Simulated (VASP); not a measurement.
# AlN (P6_3/mmc) in VASP: further runs, part 2 of 2

VASP 6.6.1. Earlier steps stand in the parts before.

## (3) Single point, PBEsol

This run uses another cell than the first one, of 10.23 Å³/atom, 0.997 times its volume.

Input file INCAR:

```
SYSTEM = AlN
PREC = Accurate
ENCUT = 520
EDIFF = 1E-6
ISMEAR = 0
SIGMA = 0.05
LREAL = .FALSE.
LASPH = .TRUE.
NELM = 100
ALGO = Normal
ISIF = 2
LWAVE = .FALSE.
LCHARG = .FALSE.
GGA = PS
NBANDS = 16
```

Input file KPOINTS:

```
regular mesh
0
G
  9 9 6
  0 0 0
```

Input file POSCAR:

```
AlN
1.0
    3.3609000000      0.0000000000      0.0000000000
   -1.6804500000      2.9106247796      0.0000000000
    0.0000000000      0.0000000000      4.1814000000
Al N
2 2
Direct
    0.3333333333      0.6666666667      0.7500000000
    0.6666666667      0.3333333333      0.2500000000
    0.3333333333      0.6666666667      0.2500000000
    0.6666666667      0.3333333333      0.7500000000
```

Potentials or basis: VASP PAW PBE potentials, release 64 (Al, N).

Run with:

```console
> cat potpaw_PBE.64/Al/POTCAR potpaw_PBE.64/N/POTCAR > POTCAR
> mpirun -np 1 vasp_std > vasp.out
```

OUTCAR:

```text
SYSTEM = AlN
   PREC = Accurate
   ENCUT = 520
   EDIFF = 1E-6
   ISMEAR = 0
   LREAL = .FALSE.
   LASPH = .TRUE.
   NELM = 100
   ISIF = 2
   GGA = PS

 ion  position               nearest neighbor table
   1  0.333  0.667  0.750-   4 1.94   4 1.94   4 1.94   3 2.09   3 2.09   2 2.85   2 2.85   2 2.85
                             2 2.85   2 2.85   2 2.85
   2  0.667  0.333  0.250-   3 1.94   3 1.94   3 1.94   4 2.09   4 2.09   1 2.85   1 2.85   1 2.85
                             1 2.85   1 2.85   1 2.85
   3  0.333  0.667  0.250-   2 1.94   2 1.94   2 1.94   1 2.09   1 2.09
   4  0.667  0.333  0.750-   1 1.94   1 1.94   1 1.94   2 2.09   2 2.09

  LATTYP: Found a hexagonal cell.
 ALAT       =     3.3609000000
 C/A-ratio  =     1.2441310363

  Lattice vectors:

 A1 = (   3.3609000000,   0.0000000000,   0.0000000000)
 A2 = (  -1.6804500000,   2.9106247796,   0.0000000000)
 A3 = (   0.0000000000,   0.0000000000,   4.1814000000)

Analysis of symmetry for initial positions (statically):
=====================================================================
 Subroutine PRICEL returns:
 Original cell was already a primitive cell.

 Routine SETGRP: Setting up the symmetry group for a
 hexagonal supercell.

 Subroutine GETGRP returns: Found 24 space group operations
 (whereof 12 operations were pure point group operations)
 out of a pool of 24 trial point group operations.

The static configuration has the point symmetry D_3d.
 The point group associated with its full space group is D_6h.

Analysis of symmetry for dynamics (positions and initial velocities):
=====================================================================
 Subroutine PRICEL returns:
 Original cell was already a primitive cell.

 Routine SETGRP: Setting up the symmetry group for a
 hexagonal supercell.

 Subroutine GETGRP returns: Found 24 space group operations
 (whereof 12 operations were pure point group operations)
 out of a pool of 24 trial point group operations.

The dynamic configuration has the point symmetry D_3d.
 The point group associated with its full space group is D_6h.

 Subroutine INISYM returns: Found 24 space group operations
 (whereof 12 operations are pure point group operations),
 and found     1 'primitive' translations

----------------------------------------------------------------------------------------

                                     Primitive cell

  volume of cell :      40.9038

  direct lattice vectors                    reciprocal lattice vectors
     3.360900000  0.000000000  0.000000000     0.297539350  0.171784424  0.000000000
    -1.680450000  2.910624780  0.000000000     0.000000000  0.343568847  0.000000000
     0.000000000  0.000000000  4.181400000     0.000000000  0.000000000  0.239154350

  length of vectors
     3.360900000  3.360900000  4.181400000     0.343568847  0.343568847  0.239154350

  position of ions in fractional coordinates (direct lattice)
     0.333333333  0.666666667  0.750000000
     0.666666667  0.333333333  0.250000000
     0.333333333  0.666666667  0.250000000
     0.666666667  0.333333333  0.750000000

  ion indices of the primitive-cell ions
   primitive index   ion index
                 1           1
                 2           2
                 3           3
                 4           4

----------------------------------------------------------------------------------------

 KPOINTS: regular mesh

[... 29 lines left out ...]
  0.111111  0.111111  0.000000      6.000000
[... 16 lines left out ...]
  0.333333  0.222222  0.166667     24.000000
  0.333333  0.333333  0.166667      4.000000
 [... further k-points ...]
   k-points           NKPTS =     48   k-points in BZ     NKDIM =     48   number of bands    NBANDS=     16
   number of dos      NEDOS =    301   number of ions     NIONS =      4
   total plane-waves  NPLWV =  25088
   dimension x,y,z NGX =    28 NGY =   28 NGZ =   32
   dimension x,y,z NGXF=    56 NGYF=   56 NGZF=   64
   ions per type =               2   2
   NGX,Y,Z   is equivalent  to a cutoff of  13.85, 13.85, 12.72 a.u.
   NGXF,Y,Z  is equivalent  to a cutoff of  27.70, 27.70, 25.45 a.u.
 SYSTEM =  AlN
   PREC   = accura    normal or accurate (medium, high low for compatibility)
   ISTART =      0    job   : 0-new  1-cont  2-samecut
   ICHARG =      2    charge: 1-file 2-atom 10-const
   ISPIN  =      1    spin polarized calculation?
   LNONCOLLINEAR =      F non collinear calculations
   LSORBIT =      F    spin-orbit coupling
   LASPH  =      T    aspherical Exc in radial PAW
   ENCUT  =  520.0 eV  38.22 Ry    6.18 a.u.   6.25  6.25  7.77*2*pi/ulx,y,z
   NELM   =    100;   NELMIN=  2; NELMDL= -5     # of ELM steps
   EDIFF  = 0.1E-05   stopping-criterion for ELM
   LREAL  =      F    real-space projection
   EDIFFG = 0.1E-04   stopping-criterion for IOM
   NSW    =      0    number of steps for IOM
   IBRION =     -1    ionic relax: 0-MD 1-quasi-New 2-CG
   NFREE  =      0    steps in history (QN), initial steepest desc. (CG)
   ISIF   =      2    stress and relaxation
   ISYM   =      2    0-nonsym 1-usesym 2-fastsym
   POTIM  = 0.5000    time-step for ionic-motion
   TEBEG  =    0.0;   TEEND  =   0.0 temperature during run
   PSTRESS=    0.0 pullay stress
   NELECT =      16.0000    total number of electrons
   NUPDOWN=      -1.0000    fix difference up-down
   EMIN   =  10.00;   EMAX   =-10.00  energy-range for DOS
   EFERMI =   0.00;   METHOD = LEGACY
   ISMEAR =     0;   SIGMA  =   0.05  broadening in eV -4-tet -1-fermi 0-gaus
   EFERMI_NEDOS =   21; number of points for ismear=-14 and -15
   IALGO  =     38    algorithm
   IMIX   =      4    mixing-type and parameters
     AMIX     =   0.40;   BMIX     =  1.00
     AMIX_MAG =   1.60;   BMIX_MAG =  1.00
  volume/ion in A,a.u.               =      10.23        69.01
  Fermi-wavevector in a.u.,A,eV,Ry     =   1.197274  2.262520 19.503485  1.433466
  Thomas-Fermi vector in A             =   2.333193
   LORBIT       =      0    0 simple, 1 ext, 2 COOP (PROOUT), +10 PAW based schemes
   GGA     = PS    functional components
   LHFCALC =     F    Hartree Fock is set to
   AEXX    =    0.0000 exact exchange contribution
   IVDW    =     0    specifies the selected vdW correction
   LEPSILON=     F    determine dielectric tensor
   LRPA    =     F    only Hartree local field effects (RPA)
 non-spin polarized calculation
 Gauss-broadening in eV      SIGMA  =   0.05
  energy-cutoff  :      520.00
  volume of cell :       40.90
 maximum number of plane-waves:      1120
 NGX is ok and might be reduce to    28
   NGX = 13   NGY = 13   NGZ = 15

 number of electron      15.9999998 magnetization

 Free energy of the ion-electron system (eV)
  ---------------------------------------------------
  ext. energy  EPLUGINS =         0.00000000
  ---------------------------------------------------
  free energy    TOTEN  =       -30.89066790 eV

  energy without entropy =      -30.89066790  energy(sigma->0) =      -30.89066790

 E-fermi :   7.7325     XC(G=0): -11.2278

 val. band max:        7.4797171562   @ k =   0.0000   0.0000   0.0000
 cond. band min:      10.5104043294   @ k =   0.0000   0.0000   0.0000
 fundamental gap:      3.0306871732
 Fermi energy:         7.7325321061

 k-point     1 :       0.0000    0.0000    0.0000
  band No.  band energies     occupation
      1      -9.0109      2.00000
      2      -5.3916      2.00000
      3       0.8230      2.00000
      4       4.2930      2.00000
      5       4.2930      2.00000
      6       6.0140      2.00000
[... 433 lines left out ...]
      3       1.1296      2.00000
      4       2.0555      2.00000
      5       2.0555      2.00000
      6       4.6821      2.00000
[... 8 lines left out ...]
     15      18.5610      0.00000
     16      20.2466      0.00000

 [... further k-points ...]

------------------------ aborting loop because EDIFF is reached ----------------------------------------

  FORCE on cell =-STRESS in cart. coord.  units (eV):
  Direction    XX          YY          ZZ          XY          YZ          ZX
  --------------------------------------------------------------------------------------
  -------------------------------------------------------------------------------------
  Total       -2.5691387     -2.5691387     -1.8834313      0.0000000     -0.0000000     -0.0000000
  in kB     -100.6316531   -100.6316531    -73.7728952      0.0000000     -0.0000000     -0.0000000
  external PRESSURE =     -91.6787338 kB  Pullay stress =       0.0000000 kB

 VOLUME and BASIS-vectors are now :
 -----------------------------------------------------------------------------
  energy-cutoff  :      520.00
  volume of cell :       40.90
      direct lattice vectors                 reciprocal lattice vectors
     3.360900000  0.000000000  0.000000000     0.297539350  0.171784424  0.000000000
    -1.680450000  2.910624780  0.000000000     0.000000000  0.343568847  0.000000000
     0.000000000  0.000000000  4.181400000     0.000000000  0.000000000  0.239154350

 POSITION                                       TOTAL-FORCE (eV/Angst)
 -----------------------------------------------------------------------------------
     -0.00000      1.94042      3.13605        -0.000000      0.000000     -0.000000
      1.68045      0.97021      1.04535         0.000000     -0.000000      0.000000
     -0.00000      1.94042      1.04535         0.000000     -0.000000     -0.000000
      1.68045      0.97021      3.13605        -0.000000      0.000000     -0.000000
 -----------------------------------------------------------------------------------
    total drift:                               -0.000000      0.000000      0.000000

  FREE ENERGIE OF THE ION-ELECTRON SYSTEM (eV)
  ---------------------------------------------------
  free  energy   TOTEN  =       -30.8906679010 eV

  energy  without entropy=      -30.8906679010  energy(sigma->0) =      -30.89066790
```

OSZICAR:

```text
N       E                     dE             d eps       ncg     rms          rms(c)
DAV:   1     0.400607130922E+02    0.40061E+02   -0.73307E+03  1536   0.901E+02
DAV:   2    -0.316278562246E+02   -0.71689E+02   -0.65314E+02  2272   0.185E+02
DAV:   3    -0.349767430714E+02   -0.33489E+01   -0.33357E+01  1848   0.415E+01
DAV:   4    -0.349975082899E+02   -0.20765E-01   -0.20763E-01  1912   0.365E+00
DAV:   5    -0.349977930311E+02   -0.28474E-03   -0.28474E-03  1792   0.431E-01    0.110E+01
DAV:   6    -0.309596094393E+02    0.40382E+01   -0.81343E+00  1984   0.211E+01    0.385E+00
DAV:   7    -0.309338365042E+02    0.25773E-01   -0.63155E-01  1712   0.541E+00    0.275E+00
DAV:   8    -0.308987103904E+02    0.35126E-01   -0.10541E-01  1648   0.263E+00    0.882E-01
DAV:   9    -0.308903698310E+02    0.83406E-02   -0.19478E-02  1936   0.108E+00    0.278E-01
DAV:  10    -0.308907631329E+02   -0.39330E-03   -0.22289E-03  1768   0.320E-01    0.175E-01
DAV:  11    -0.308906707515E+02    0.92381E-04   -0.12245E-04  1848   0.844E-02    0.447E-02
DAV:  12    -0.308906684786E+02    0.22728E-05   -0.70438E-06  1736   0.207E-02    0.863E-03
DAV:  13    -0.308906679010E+02    0.57765E-06   -0.27806E-06  1896   0.123E-02
   1 F= -.30890668E+02 E0= -.30890668E+02  d E =-.457632E-15
```

Wall time 17 s (1 thread of Intel Xeon 6975P-C, shared host); peak memory 0.17 GiB.

Results:

| Quantity | Value |
| --- | --- |
| Free energy | -30.8907 eV |
| Pressure | -9.2 GPa |
| Band gap on the k mesh | 3.03 eV, direct |

Levels at points of the mesh, in eV from the valence-band top:
| k point | band 5 | band 6 | band 7 | band 8 | band 9 | band 10 | band 11 | band 12 |
| --- | --- | --- | --- | --- | --- | --- | --- | --- |
| (0.00, 0.00, 0.00) | -3.19 | -1.47 | -1.47 | 0.00 | 3.03 | 4.12 | 7.97 | 7.97 |
| (0.00, 0.00, 0.50) | -2.37 | -2.37 | -2.37 | -2.37 | 5.45 | 5.45 | 8.14 | 8.14 |

Caveat: the PAW data sets were made with another functional, which shifts forces and pressure a little. As with any semilocal functional, this PBEsol gap is likely too small.
